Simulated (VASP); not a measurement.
# SnO2 (rutile type) (P4_2/mnm) in VASP: relaxation of shape and atoms at fixed volume with r2SCAN

Aim: the relaxation of shape and atoms at fixed volume of SnO2 (rutile type) with r2SCAN.

Program: VASP 6.6.1. These are calculated values, not measurements. Logs are shortened: lines on timing, memory, paths and dates and some standing lists are left out, and cuts for length are marked.

## 1. The cell of the first run

The structure is tetragonal, space group P4_2/mnm (No. 136). The conventional cell has a = 4.561 Å, b = 4.561 Å, c = 3.067 Å, α = 90.00°, β = 90.00°, γ = 90.00°. Within 2.6 Å of Sn (site symmetry mmm) lie 6 O at 1.97 to 1.98 Å. O (site symmetry m2m) has 3 Sn at 1.97 to 1.98 Å and 1 O at 2.50 Å within 2.6 Å.

## 2. Relaxation of shape and atoms at fixed volume, r2SCAN

POSCAR

```
SnO2
1.0
    4.5613920410      0.0000000000      0.0000000000
    0.0000000000      4.5613920410      0.0000000000
    0.0000000000      0.0000000000      3.0672248528
Sn O
2 4
Direct
    0.0000000000      0.0000000000      0.0000000000
    0.5000000000      0.5000000000      0.5000000000
    0.3059052378      0.3059052378      0.0000000000
    0.6940947622      0.6940947622      0.0000000000
    0.8059052378      0.1940947622      0.5000000000
    0.1940947622      0.8059052378      0.5000000000
```

INCAR.step1

```
SYSTEM = SnO2
  PREC = Accurate
  ENCUT = 600
  ISMEAR = -1
  SIGMA = 0.05
  LREAL = .FALSE.
  LASPH = .TRUE.
  NELM = 60
  GGA = PE
  ALGO = Normal
  EDIFF = 1E-4
  LWAVE = .TRUE.
  LCHARG = .FALSE.
```

INCAR.step2

```
SYSTEM = SnO2
  PREC = Accurate
  ENCUT = 600
  EDIFF = 1E-6
  ISMEAR = -1
  SIGMA = 0.05
  LREAL = .FALSE.
  LASPH = .TRUE.
  NELM = 60
  ALGO = Normal
  ISIF = 4
  LWAVE = .FALSE.
  LCHARG = .FALSE.
  METAGGA = R2SCAN
  LMIXTAU = .TRUE.
  IBRION = 2
  NSW = 50
  EDIFFG = -0.005
  ISTART = 1
```

KPOINTS

```
Automatic mesh
0
G
  7 7 10
  0 0 0
```

Potentials or basis: VASP PAW PBE potentials, release 64 (Sn_d, O).

Run with:

```sh
cat potpaw_PBE.64/Sn_d/POTCAR potpaw_PBE.64/O/POTCAR > POTCAR
cp INCAR.step1 INCAR
mpirun -np 1 vasp_std > vasp.out
cp INCAR.step2 INCAR
mpirun -np 1 vasp_std > vasp.out
```

OUTCAR:

```text
SYSTEM = SnO2
   PREC = Accurate
   ENCUT = 600
   EDIFF = 1E-6
   ISMEAR = -1
   LREAL = .FALSE.
   LASPH = .TRUE.
   NELM = 60
   ISIF = 4
   METAGGA = R2SCAN
   IBRION = 2
   NSW = 50
   EDIFFG = -0.005
   ISTART = 1

 ion  position               nearest neighbor table
   1  0.000  0.000  0.000-   3 1.97   4 1.97   5 1.98   6 1.98   5 1.98   6 1.98   2 3.57   2 3.57
                             2 3.57   2 3.57   2 3.57   2 3.57   2 3.57   2 3.57
   2  0.500  0.500  0.500-   5 1.97   6 1.97   3 1.98   4 1.98   3 1.98   4 1.98   1 3.57   1 3.57
                             1 3.57   1 3.57   1 3.57   1 3.57   1 3.57   1 3.57
   3  0.306  0.306  0.000-   1 1.97   2 1.98   2 1.98
   4  0.694  0.694  0.000-   1 1.97   2 1.98   2 1.98
   5  0.806  0.194  0.500-   2 1.97   1 1.98   1 1.98
   6  0.194  0.806  0.500-   2 1.97   1 1.98   1 1.98

  LATTYP: Found a simple tetragonal cell.
 ALAT       =     4.5613920410
 C/A-ratio  =     0.6724317544

  Lattice vectors:

 A1 = (   4.5613920410,   0.0000000000,   0.0000000000)
 A2 = (   0.0000000000,   4.5613920410,   0.0000000000)
 A3 = (   0.0000000000,   0.0000000000,   3.0672248528)

Analysis of symmetry for initial positions (statically):
=====================================================================
 Subroutine PRICEL returns:
 Original cell was already a primitive cell.

 Routine SETGRP: Setting up the symmetry group for a
 simple tetragonal supercell.

 Subroutine GETGRP returns: Found 16 space group operations
 (whereof  8 operations were pure point group operations)
 out of a pool of 16 trial point group operations.

The static configuration has the point symmetry D_2h.
 The point group associated with its full space group is D_4h.

Analysis of symmetry for dynamics (positions and initial velocities):
=====================================================================
 Subroutine PRICEL returns:
 Original cell was already a primitive cell.

 Routine SETGRP: Setting up the symmetry group for a
 simple tetragonal supercell.

 Subroutine GETGRP returns: Found 16 space group operations
 (whereof  8 operations were pure point group operations)
 out of a pool of 16 trial point group operations.

The dynamic configuration has the point symmetry D_2h.
 The point group associated with its full space group is D_4h.

 Subroutine INISYM returns: Found 16 space group operations
 (whereof  8 operations are pure point group operations),
 and found     1 'primitive' translations

----------------------------------------------------------------------------------------

                                     Primitive cell

  volume of cell :      63.8176

  direct lattice vectors                    reciprocal lattice vectors
     4.561392041  0.000000000  0.000000000     0.219231320  0.000000000  0.000000000
     0.000000000  4.561392041  0.000000000     0.000000000  0.219231320  0.000000000
     0.000000000  0.000000000  3.067224853     0.000000000  0.000000000  0.326027614

  length of vectors
     4.561392041  4.561392041  3.067224853     0.219231320  0.219231320  0.326027614

  position of ions in fractional coordinates (direct lattice)
     0.000000000  0.000000000  0.000000000
     0.500000000  0.500000000  0.500000000
     0.305905238  0.305905238  0.000000000
     0.694094762  0.694094762  0.000000000
     0.805905238  0.194094762  0.500000000
     0.194094762  0.805905238  0.500000000

  ion indices of the primitive-cell ions
   primitive index   ion index
                 1           1
                 2           2
                 3           3
                 4           4
                 5           5
                 6           6

----------------------------------------------------------------------------------------

 KPOINTS: Automatic mesh

Automatic generation of k-mesh.
 Grid dimensions read from file:
 generate k-points for:    7    7   10

 Generating k-lattice:

  Cartesian coordinates                     Fractional coordinates (reciprocal lattice)
     0.031318760  0.000000000  0.000000000     0.142857143  0.000000000  0.000000000
     0.000000000  0.031318760  0.000000000     0.000000000  0.142857143  0.000000000
     0.000000000  0.000000000  0.032602761     0.000000000  0.000000000  0.100000000

  Length of vectors
     0.031318760  0.031318760  0.032602761

  Shift w.r.t. Gamma in fractional coordinates (k-lattice)
     0.000000000  0.000000000  0.000000000

 Subroutine IBZKPT returns following result:
 ===========================================

 Found     60 irreducible k-points:

 Following reciprocal coordinates:
            Coordinates               Weight
  0.000000  0.000000  0.000000      1.000000
  0.142857  0.000000  0.000000      4.000000
  0.285714  0.000000  0.000000      4.000000
  0.428571  0.000000  0.000000      4.000000
  0.142857  0.142857  0.000000      4.000000
  0.285714  0.142857  0.000000      8.000000
[... 16 lines left out ...]
  0.285714  0.000000  0.200000      8.000000
  0.428571  0.000000  0.200000      8.000000
 [... further k-points ...]
   k-points           NKPTS =     60   k-points in BZ     NKDIM =     60   number of bands    NBANDS=     31
   number of dos      NEDOS =    301   number of ions     NIONS =      6
   total plane-waves  NPLWV =  36288
   dimension x,y,z NGX =    36 NGY =   36 NGZ =   28
   dimension x,y,z NGXF=    72 NGYF=   72 NGZF=   56
   ions per type =               2   4
   NGX,Y,Z   is equivalent  to a cutoff of  13.12, 13.12, 15.18 a.u.
   NGXF,Y,Z  is equivalent  to a cutoff of  26.24, 26.24, 30.35 a.u.
 SYSTEM =  SnO2
   PREC   = accura    normal or accurate (medium, high low for compatibility)
   ISTART =      1    job   : 0-new  1-cont  2-samecut
   ICHARG =      0    charge: 1-file 2-atom 10-const
   ISPIN  =      1    spin polarized calculation?
   LNONCOLLINEAR =      F non collinear calculations
   LSORBIT =      F    spin-orbit coupling
   LASPH  =      T    aspherical Exc in radial PAW
   ENCUT  =  600.0 eV  44.10 Ry    6.64 a.u.   9.11  9.11  6.13*2*pi/ulx,y,z
   NELM   =     60;   NELMIN=  2; NELMDL=  0     # of ELM steps
   EDIFF  = 0.1E-05   stopping-criterion for ELM
   LREAL  =      F    real-space projection
   EDIFFG = -.5E-02   stopping-criterion for IOM
   NSW    =     50    number of steps for IOM
   IBRION =      2    ionic relax: 0-MD 1-quasi-New 2-CG
   NFREE  =      1    steps in history (QN), initial steepest desc. (CG)
   ISIF   =      4    stress and relaxation
   ISYM   =      2    0-nonsym 1-usesym 2-fastsym
   POTIM  = 0.5000    time-step for ionic-motion
   TEBEG  =    0.0;   TEEND  =   0.0 temperature during run
   PSTRESS=    0.0 pullay stress
   NELECT =      52.0000    total number of electrons
   NUPDOWN=      -1.0000    fix difference up-down
   EMIN   =  10.00;   EMAX   =-10.00  energy-range for DOS
   EFERMI =   0.00;   METHOD = LEGACY
   ISMEAR =    -1;   SIGMA  =   0.05  broadening in eV -4-tet -1-fermi 0-gaus
   EFERMI_NEDOS =   21; number of points for ismear=-14 and -15
   IALGO  =     38    algorithm
   IMIX   =      4    mixing-type and parameters
     AMIX     =   0.40;   BMIX     =  1.00
     AMIX_MAG =   1.60;   BMIX_MAG =  1.00
  volume/ion in A,a.u.               =      10.64        71.78
  Fermi-wavevector in a.u.,A,eV,Ry     =   1.529076  2.889535 31.811430  2.338074
  Thomas-Fermi vector in A             =   2.636747
   LORBIT       =      0    0 simple, 1 ext, 2 COOP (PROOUT), +10 PAW based schemes
   METAGGA = R2SCAN    functional components
   LHFCALC =     F    Hartree Fock is set to
   AEXX    =    0.0000 exact exchange contribution
   IVDW    =     0    specifies the selected vdW correction
   LEPSILON=     F    determine dielectric tensor
   LRPA    =     F    only Hartree local field effects (RPA)
 conjugate gradient relaxation of ions
 non-spin polarized calculation
  energy-cutoff  :      600.00
  volume of cell :       63.82
 maximum number of plane-waves:      2148
   NGX = 19   NGY = 19   NGZ = 13

--------------------------------------- Ionic step        1  -------------------------------------------

 number of electron      52.0000043 magnetization

 Free energy of the ion-electron system (eV)
  ---------------------------------------------------
  ext. energy  EPLUGINS =         0.00000000
  ---------------------------------------------------
  free energy    TOTEN  =       -83.65204250 eV

  energy without entropy =      -83.65204250  energy(sigma->0) =      -83.65204250

------------------------ aborting loop because EDIFF is reached ----------------------------------------

  FORCE on cell =-STRESS in cart. coord.  units (eV):
  Direction    XX          YY          ZZ          XY          YZ          ZX
  --------------------------------------------------------------------------------------
  -------------------------------------------------------------------------------------
  Total       14.0725632     14.0725632     18.4028999     -0.0000000      0.0000000      0.0000000
  in kB      353.2997862    353.2997862    462.0153771     -0.0000000      0.0000000      0.0000000
  external PRESSURE =     389.5383165 kB  Pullay stress =       0.0000000 kB
[... 225 lines left out ...]
  energy  without entropy=      -83.6993054982  energy(sigma->0) =      -83.69930550

--------------------------------------- Ionic step        7  -------------------------------------------

 number of electron      52.0000019 magnetization

 Free energy of the ion-electron system (eV)
  ---------------------------------------------------
  ext. energy  EPLUGINS =         0.00000000
  ---------------------------------------------------
  free energy    TOTEN  =       -83.69930904 eV

  energy without entropy =      -83.69930904  energy(sigma->0) =      -83.69930904

 E-fermi :   8.0899     XC(G=0): -12.7305

 val. band max:        7.1184996052   @ k =   0.0000   0.0000   0.0000
 cond. band min:      10.4846903401   @ k =   0.0000   0.0000   0.0000
 fundamental gap:      3.3661907349
 Fermi energy:         8.0899114065

 k-point     1 :       0.0000    0.0000    0.0000
  band No.  band energies     occupation
      1     -14.9286      2.00000
      2     -13.9616      2.00000
      3     -13.2729      2.00000
      4     -13.0674      2.00000
      5     -13.0674      2.00000
      6     -13.0336      2.00000
[... 805 lines left out ...]
     30      16.9214      0.00000
     31      19.0215      0.00000

 [... further k-points ...]

------------------------ aborting loop because EDIFF is reached ----------------------------------------

  FORCE on cell =-STRESS in cart. coord.  units (eV):
  Direction    XX          YY          ZZ          XY          YZ          ZX
  --------------------------------------------------------------------------------------
  -------------------------------------------------------------------------------------
  Total       14.8502309     14.8502309     14.8130370     -0.0000000      0.0000000      0.0000000
  in kB      372.8235798    372.8235798    371.8898072     -0.0000000      0.0000000      0.0000000
  external PRESSURE =     372.5123223 kB  Pullay stress =       0.0000000 kB
[... 21 lines left out ...]
  FREE ENERGIE OF THE ION-ELECTRON SYSTEM (eV)
  ---------------------------------------------------
  free  energy   TOTEN  =       -83.6993090397 eV

  energy  without entropy=      -83.6993090397  energy(sigma->0) =      -83.69930904

 reached required accuracy - stopping structural energy minimisation
```

It took 53 min on 1 thread of Oxide Virtual Turin-like, shared host; peak memory 0.25 GiB.

What came out:

| Item | Value |
| --- | --- |
| Free energy | -83.6993 eV |
| Energy gained by relaxing | 7.9 meV/atom |
| Ionic steps | 7 |
| Pressure after relaxing | 37.3 GPa |
| Largest force after relaxing | 0.004 eV/Å |
| Band gap on the k mesh | 3.37 eV |

Forces on the atoms (eV/Å):
```
Sn   0.000  0.000  0.000
Sn   0.000  0.000  0.000
O    0.003  0.003  0.000
O   -0.003 -0.003  0.000
O    0.003 -0.003  0.000
O   -0.003  0.003  0.000
```

Stress tensor (GPa, compression positive):
```
37.28  0.00  0.00
 0.00 37.28  0.00
 0.00  0.00 37.19
```

The path:
| step | energy change (eV) | largest force (eV/Å) | pressure (GPa) | volume (Å³) |
| --- | --- | --- | --- | --- |
| 1 | 0.0000 | 0.5781 | 38.95 | 63.82 |
| 2 | -0.0040 | 0.8828 | 36.82 | 63.82 |
| 3 | -0.0421 | 0.1614 | 37.52 | 63.82 |
| 4 | -0.0469 | 0.0371 | 37.34 | 63.82 |
| 5 | -0.0473 | 0.0060 | 37.27 | 63.82 |
| 6 | -0.0473 | 0.0075 | 37.27 | 63.82 |
| 7 | -0.0473 | 0.0038 | 37.25 | 63.82 |

Final structure:
```
Sn O
1.0
     4.51887    0.00000    0.00000
     0.00000    4.51887    0.00000
     0.00000    0.00000    3.12523
Sn O
2 4
Cartesian
  0.0000 0.0000 3.1252
  2.2594 2.2594 1.5626
  1.3779 1.3779 0.0000
  3.1410 3.1410 3.1252
  3.6373 0.8815 1.5626
  0.8815 3.6373 1.5626
```

Caveat: the PAW data sets were made with another functional, which shifts forces and pressure a little; spin-orbit coupling is left out, which moves the levels of the heavy elements; an odd mesh through Γ misses points on the zone boundary, where band edges can lie.
